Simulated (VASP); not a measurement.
Runs of VASP 6.6.1 on Sn. The structure is that of space group Fd-3m (No. 227), or close to it. The cells are those of the table. This isn't the form of Sn at room conditions, which is tetragonal (white tin).

```tsv
cell	gap on the mesh (eV)	pressure (GPa)
a = 4.748 Å, angles 60.0°, 2 atoms	none	-2.7
a = 4.627 Å, angles 60.0°, 2 atoms	none	-0.1
a = 4.688 Å, angles 60.0°, 2 atoms	none	-1.6
a = 4.565 Å, angles 60.0°, 2 atoms	none	(a)
```

Alike in all rows: task single point; level PBEsol; potentials or basis VASP PAW PBE potentials, release 64 (Sn_d); no spin polarisation; k mesh 14 × 14 × 14; cutoff (eV) 520; smearing fermi-dirac 0.1 eV.

Problem. Estimate the missing entries.

Solution. (a) 1.7.

Caveats: the PAW data sets were made with another functional, which shifts forces and pressure a little; spin-orbit coupling is left out, which moves the levels of the heavy elements.

A k mesh can miss the band edges, and the runs leave out spin-orbit coupling on Sn.

A gap of «none» marks levels without a gap at the run's occupations.
